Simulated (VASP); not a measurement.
A run of VASP 6.6.1 is set up as follows.

File INCAR:

```
SYSTEM = Mg2ZnCd9S6O6
PREC     = Accurate       ! precision mode
ENCUT    = 520            ! plane-wave cutoff, eV
EDIFF    = 1E-7           ! SCF threshold, eV
ISMEAR   = 0              ! smearing method
SIGMA    = 0.1            ! smearing width, eV
LREAL    = Auto         
LASPH    = .TRUE.         ! aspherical terms in the spheres
NELM     = 80             ! most SCF steps
ALGO     = Normal         ! electronic algorithm
ISIF     = 2              ! what is computed and relaxed
LWAVE    = .FALSE.        ! write WAVECAR
LCHARG   = .FALSE.        ! write CHGCAR
GGA      = PE             ! functional
NBANDS   = 116            ! bands
ISYM     = 0
```

Contents of KPOINTS:

```
Automatic mesh
0
Gamma
  2 2 2
  0.5 0.5 0.5
```

POSCAR

```
Mg2ZnCd9S6O6
1.0
    5.6197720493      3.3074608114     -0.0242786064
   -0.0789322389      6.7062203670      6.2564453233
    5.6030070743     -3.3238389625      6.1520640793
O Mg S Zn Cd
6 2 6 1 9
Direct
    0.9862181936      0.6860856650      0.7061706793
    0.4389159087      0.5537238736      0.8621344581
    0.8835994227      0.4594909379      0.4439262255
    0.9280878269      0.7694930530      0.0722194509
    0.3653350826      0.6227995831      0.2515194624
    0.4171823669      0.9074744509      0.9663903001
    0.1912643152      0.8006368858      0.1267591863
    0.6778437116     -0.0542873805      0.0077967203
    0.9569351623      0.4029071225      0.0312433744
    0.9973318881     -0.0015457018      0.3322908372
    0.5119348212      0.8183311857      0.5122471673
    0.4748431344      0.1769014561      0.1706638346
    0.8860582095      0.1061135145      0.7921833336
    0.3727807945      0.2910688864      0.6205912094
    0.1007243710      0.6116020985      0.8952842595
    0.1962592277      0.1416824180      0.8823943909
    0.1440946244      0.5421632053      0.4862884949
    0.6659375432      0.3782426557      0.6751681470
    0.7002308318      0.6392693456      0.2773491539
    0.0452981073      0.2625822145      0.2934164990
    0.0794601278      0.9022962414      0.5928714296
    0.5352474952      0.4336361004      0.0800501758
    0.6064441737      0.7415122857      0.7705925436
    0.5669663670      0.0831498858      0.4280770325
```

Potentials or basis: VASP PAW PBE potentials, release 64 (O, Mg, S, Zn, Cd).

Command:

```console
$ cat potpaw_PBE.64/O/POTCAR potpaw_PBE.64/Mg/POTCAR potpaw_PBE.64/S/POTCAR potpaw_PBE.64/Zn/POTCAR potpaw_PBE.64/Cd/POTCAR > POTCAR
$ mpirun -np 1 vasp_std > vasp.out
```

(1) Predict the pressure.

(2) What does it give for the largest force?

(3) Estimate the band gap on the k mesh.

## Answers

(1) 0.7 GPa.

(2) 0.097 eV/Å.

(3) 1.71 eV (least direct gap 1.74 eV).

Caveat: a shifted mesh leaves out Γ, where band edges can lie.
